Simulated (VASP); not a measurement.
# ZnCd2Se3 (P-3m1) in VASP: further runs, part 2 of 2

VASP 6.6.1.

## Step 3: Single point, PBE

This run uses another cell than the first one, of 22.14 Å³/atom.

INCAR reads:

```
ALGO = Normal
EDIFF = 1E-7
ENCUT = 520
GGA = PE
ISIF = 2
ISMEAR = 0
LASPH = T
LCHARG = T
LELF = T
LREAL = F
LVHAR = T
LWAVE = F
NBANDS = 36
NELM = 80
PREC = Accurate
SIGMA = 0.1
```

KPOINTS reads:

```
k-points
0
Gamma
  12 12 4
```

POSCAR reads:

```
ZnCd2Se3
1.0
    3.9606906753      0.0000000000      0.0000000000
   -1.9803453377      3.4300587414      0.0000000000
    0.0000000000      0.0000000000      9.7789228542
Zn Cd Se
1 2 3
Direct
    0.0000000000      0.0000000000      0.0000000000
    0.3333333333      0.6666666667      0.6730291779
    0.6666666667      0.3333333333      0.3269708221
    0.0000000000      0.0000000000      0.5000000000
    0.3333333333      0.6666666667      0.1507029409
    0.6666666667      0.3333333333      0.8492970591
```

Potentials or basis: VASP PAW PBE potentials, release 64 (Zn, Cd, Se).

Run with:

```bash
$ cat potpaw_PBE.64/Zn/POTCAR potpaw_PBE.64/Cd/POTCAR potpaw_PBE.64/Se/POTCAR > POTCAR
$ mpirun -np 1 vasp_std > vasp.out
```

OUTCAR:

```text
EDIFF = 1E-7
   ENCUT = 520
   GGA = PE
   ISIF = 2
   ISMEAR = 0
   LASPH = T
   LREAL = F
   NELM = 80
   PREC = Accurate

 ion  position               nearest neighbor table
   1  0.000  0.000  0.000-   5 2.72   6 2.72   6 2.72   5 2.72   6 2.72   5 2.72
   2  0.333  0.667  0.673-   4 2.84   4 2.84   4 2.84   6 2.86   6 2.86   6 2.86
   3  0.667  0.333  0.327-   4 2.84   4 2.84   4 2.84   5 2.86   5 2.86   5 2.86
   4  0.000  0.000  0.500-   2 2.84   3 2.84   3 2.84   2 2.84   3 2.84   2 2.84
   5  0.333  0.667  0.151-   1 2.72   1 2.72   1 2.72   3 2.86   3 2.86   3 2.86
   6  0.667  0.333  0.849-   1 2.72   1 2.72   1 2.72   2 2.86   2 2.86   2 2.86

  LATTYP: Found a hexagonal cell.
 ALAT       =     3.9606906753
 C/A-ratio  =     2.4689943386

  Lattice vectors:

 A1 = (   3.9606906753,   0.0000000000,   0.0000000000)
 A2 = (  -1.9803453377,   3.4300587414,   0.0000000000)
 A3 = (   0.0000000000,   0.0000000000,   9.7789228542)

Analysis of symmetry for initial positions (statically):
=====================================================================
 Subroutine PRICEL returns:
 Original cell was already a primitive cell.

 Routine SETGRP: Setting up the symmetry group for a
 hexagonal supercell.

 Subroutine GETGRP returns: Found 12 space group operations
 (whereof 12 operations were pure point group operations)
 out of a pool of 24 trial point group operations.

The static configuration has the point symmetry D_3d.

Analysis of symmetry for dynamics (positions and initial velocities):
=====================================================================
 Subroutine PRICEL returns:
 Original cell was already a primitive cell.

 Routine SETGRP: Setting up the symmetry group for a
 hexagonal supercell.

 Subroutine GETGRP returns: Found 12 space group operations
 (whereof 12 operations were pure point group operations)
 out of a pool of 24 trial point group operations.

The dynamic configuration has the point symmetry D_3d.

 Subroutine INISYM returns: Found 12 space group operations
 (whereof 12 operations are pure point group operations),
 and found     1 'primitive' translations

----------------------------------------------------------------------------------------

                                     Primitive cell

  volume of cell :     132.8506

  direct lattice vectors                    reciprocal lattice vectors
     3.960690675  0.000000000  0.000000000     0.252481217  0.145770098  0.000000000
    -1.980345338  3.430058741  0.000000000     0.000000000  0.291540197  0.000000000
     0.000000000  0.000000000  9.778922854     0.000000000  0.000000000  0.102260752

  length of vectors
     3.960690675  3.960690675  9.778922854     0.291540197  0.291540197  0.102260752

  position of ions in fractional coordinates (direct lattice)
     0.000000000  0.000000000  0.000000000
     0.333333333  0.666666667  0.673029178
     0.666666667  0.333333333  0.326970822
     0.000000000  0.000000000  0.500000000
     0.333333333  0.666666667  0.150702941
     0.666666667  0.333333333  0.849297059

  ion indices of the primitive-cell ions
   primitive index   ion index
                 1           1
                 2           2
                 3           3
                 4           4
                 5           5
                 6           6

[... 50 lines left out ...]
  0.166667  0.000000  0.250000      6.000000
  0.000000  0.166667  0.250000      6.000000
 [... further k-points ...]
   k-points           NKPTS =     69   k-points in BZ     NKDIM =     69   number of bands    NBANDS=     36
   number of dos      NEDOS =    301   number of ions     NIONS =      6
   total plane-waves  NPLWV =  72000
   dimension x,y,z NGX =    30 NGY =   30 NGZ =   80
   dimension x,y,z NGXF=    60 NGYF=   60 NGZF=  160
   ions per type =               1   2   3
   NGX,Y,Z   is equivalent  to a cutoff of  12.59, 12.59, 13.60 a.u.
   NGXF,Y,Z  is equivalent  to a cutoff of  25.18, 25.18, 27.20 a.u.
 SYSTEM =  unknown system
   PREC   = accura    normal or accurate (medium, high low for compatibility)
   ISTART =      0    job   : 0-new  1-cont  2-samecut
   ICHARG =      2    charge: 1-file 2-atom 10-const
   ISPIN  =      1    spin polarized calculation?
   LNONCOLLINEAR =      F non collinear calculations
   LSORBIT =      F    spin-orbit coupling
   LASPH  =      T    aspherical Exc in radial PAW
   ENCUT  =  520.0 eV  38.22 Ry    6.18 a.u.   7.36  7.36 18.18*2*pi/ulx,y,z
   NELM   =     80;   NELMIN=  2; NELMDL= -5     # of ELM steps
   EDIFF  = 0.1E-06   stopping-criterion for ELM
   LREAL  =      F    real-space projection
   EDIFFG = 0.1E-05   stopping-criterion for IOM
   NSW    =      0    number of steps for IOM
   IBRION =     -1    ionic relax: 0-MD 1-quasi-New 2-CG
   NFREE  =      0    steps in history (QN), initial steepest desc. (CG)
   ISIF   =      2    stress and relaxation
   ISYM   =      2    0-nonsym 1-usesym 2-fastsym
   POTIM  = 0.5000    time-step for ionic-motion
   TEBEG  =    0.0;   TEEND  =   0.0 temperature during run
   PSTRESS=    0.0 pullay stress
   NELECT =      54.0000    total number of electrons
   NUPDOWN=      -1.0000    fix difference up-down
   EMIN   =  10.00;   EMAX   =-10.00  energy-range for DOS
   EFERMI =   0.00;   METHOD = LEGACY
   ISMEAR =     0;   SIGMA  =   0.10  broadening in eV -4-tet -1-fermi 0-gaus
   EFERMI_NEDOS =   21; number of points for ismear=-14 and -15
   IALGO  =     38    algorithm
   IMIX   =      4    mixing-type and parameters
     AMIX     =   0.40;   BMIX     =  1.00
     AMIX_MAG =   1.60;   BMIX_MAG =  1.00
  volume/ion in A,a.u.               =      22.14       149.42
  Fermi-wavevector in a.u.,A,eV,Ry     =   1.212695  2.291661 20.009124  1.470629
  Thomas-Fermi vector in A             =   2.348171
   LORBIT       =      0    0 simple, 1 ext, 2 COOP (PROOUT), +10 PAW based schemes
   GGA     = PE    functional components
   LHFCALC =     F    Hartree Fock is set to
   AEXX    =    0.0000 exact exchange contribution
   IVDW    =     0    specifies the selected vdW correction
   LEPSILON=     F    determine dielectric tensor
   LRPA    =     F    only Hartree local field effects (RPA)
 non-spin polarized calculation
 Gauss-broadening in eV      SIGMA  =   0.10
  energy-cutoff  :      520.00
  volume of cell :      132.85
 maximum number of plane-waves:      3607
 NGX is ok and might be reduce to    30
   NGX = 15   NGY = 15   NGZ = 37

 number of electron      53.9999972 magnetization

 Free energy of the ion-electron system (eV)
  ---------------------------------------------------
  ext. energy  EPLUGINS =         0.00000000
  ---------------------------------------------------
  free energy    TOTEN  =       -15.75687748 eV

  energy without entropy =      -15.74697345  energy(sigma->0) =      -15.75192546

 E-fermi :   2.5620     XC(G=0): -10.1542

 val. band max:        2.5556608791   @ k =   0.1667   0.1667   0.0000
 cond. band min:       2.5716475565   @ k =   0.0000   0.1667   0.2500
 fundamental gap:      0.0159866774
 Fermi energy:         2.5619570165

 k-point     1 :       0.0000    0.0000    0.0000
  band No.  band energies     occupation
      1     -10.6486      2.00000
      2      -9.9886      2.00000
      3      -9.7846      2.00000
      4      -5.5975      2.00000
      5      -5.5975      2.00000
      6      -5.5099      2.00000
[... 925 lines left out ...]
     35       9.2766      0.00000
     36       9.3884      0.00000

 [... further k-points ...]

------------------------ aborting loop because EDIFF is reached ----------------------------------------

  FORCE on cell =-STRESS in cart. coord.  units (eV):
  Direction    XX          YY          ZZ          XY          YZ          ZX
  --------------------------------------------------------------------------------------
  -------------------------------------------------------------------------------------
  Total        0.2683028      0.2683028      0.2667166     -0.0000000      0.0000000     -0.0000000
  in kB        3.2357300      3.2357300      3.2166000     -0.0000000      0.0000000     -0.0000000
  external PRESSURE =       3.2293534 kB  Pullay stress =       0.0000000 kB

 VOLUME and BASIS-vectors are now :
 -----------------------------------------------------------------------------
  energy-cutoff  :      520.00
  volume of cell :      132.85
      direct lattice vectors                 reciprocal lattice vectors
     3.960690675  0.000000000  0.000000000     0.252481217  0.145770098  0.000000000
    -1.980345338  3.430058741  0.000000000     0.000000000  0.291540197  0.000000000
     0.000000000  0.000000000  9.778922854     0.000000000  0.000000000  0.102260752

 POSITION                                       TOTAL-FORCE (eV/Angst)
 -----------------------------------------------------------------------------------
      0.00000      0.00000      0.00000         0.000000      0.000000      0.000000
     -0.00000      2.28671      6.58150         0.000000      0.000000     -0.007687
      1.98035      1.14335      3.19742         0.000000     -0.000000      0.007687
      0.00000      0.00000      4.88946         0.000000      0.000000      0.000000
     -0.00000      2.28671      1.47371         0.000000      0.000000     -0.016736
      1.98035      1.14335      8.30521        -0.000000      0.000000      0.016736
 -----------------------------------------------------------------------------------
    total drift:                                0.000000     -0.000000     -0.000000

  FREE ENERGIE OF THE ION-ELECTRON SYSTEM (eV)
  ---------------------------------------------------
  free  energy   TOTEN  =       -15.7568774783 eV

  energy  without entropy=      -15.7469734507  energy(sigma->0) =      -15.75192546
```

OSZICAR:

```text
N       E                     dE             d eps       ncg     rms          rms(c)
DAV:   1     0.424404282362E+03    0.42440E+03   -0.25588E+04  4968   0.154E+03
DAV:   2     0.203208546779E+02   -0.40408E+03   -0.38868E+03  5032   0.375E+02
DAV:   3    -0.160936091642E+02   -0.36414E+02   -0.35609E+02  5780   0.112E+02
DAV:   4    -0.169643857805E+02   -0.87078E+00   -0.86762E+00  5768   0.158E+01
DAV:   5    -0.169705556115E+02   -0.61698E-02   -0.61669E-02  5964   0.141E+00    0.886E+00
DAV:   6    -0.158032453331E+02    0.11673E+01   -0.23234E+00  6788   0.202E+01    0.730E+00
DAV:   7    -0.157633136745E+02    0.39932E-01   -0.97065E-01  5552   0.520E+00    0.327E+00
DAV:   8    -0.157579694605E+02    0.53442E-02   -0.85764E-02  5392   0.253E+00    0.465E-01
DAV:   9    -0.157566830320E+02    0.12864E-02   -0.69376E-03  5656   0.793E-01    0.140E-01
DAV:  10    -0.157568188965E+02   -0.13586E-03   -0.10681E-03  5828   0.203E-01    0.589E-02
DAV:  11    -0.157569029511E+02   -0.84055E-04   -0.33740E-04  5572   0.163E-01    0.341E-02
DAV:  12    -0.157568772485E+02    0.25703E-04   -0.78458E-05  5728   0.788E-02    0.391E-03
DAV:  13    -0.157568776440E+02   -0.39550E-06   -0.80010E-06  5688   0.142E-02    0.179E-03
DAV:  14    -0.157568774791E+02    0.16491E-06   -0.19806E-07  4656   0.311E-03    0.905E-04
DAV:  15    -0.157568774783E+02    0.73669E-09   -0.20491E-08  3188   0.119E-03
   1 F= -.15756877E+02 E0= -.15751925E+02  d E =-.990403E-02
```

It took 9.6 min on 1 thread of Intel Xeon 8259CL, shared host; peak memory 0.46 GiB.

What came out:

| Property | Result |
| --- | --- |
| Free energy | -15.7569 eV |
| Pressure | 0.3 GPa |
| Largest force | 0.017 eV/Å |
| Band gap on the k mesh | zero (bands 27 and 28 overlap by 0.62 eV) |

Forces on the atoms (eV/Å):
```
Zn   0.000  0.000  0.000
Cd   0.000  0.000 -0.008
Cd   0.000  0.000  0.008
Se   0.000  0.000  0.000
Se   0.000  0.000 -0.017
Se   0.000  0.000  0.017
```

Caveat: semilocal functionals underestimate gaps, and a narrow one can read as zero.

The gap in the log of VASP goes by the Fermi energy; the results here count the filled bands.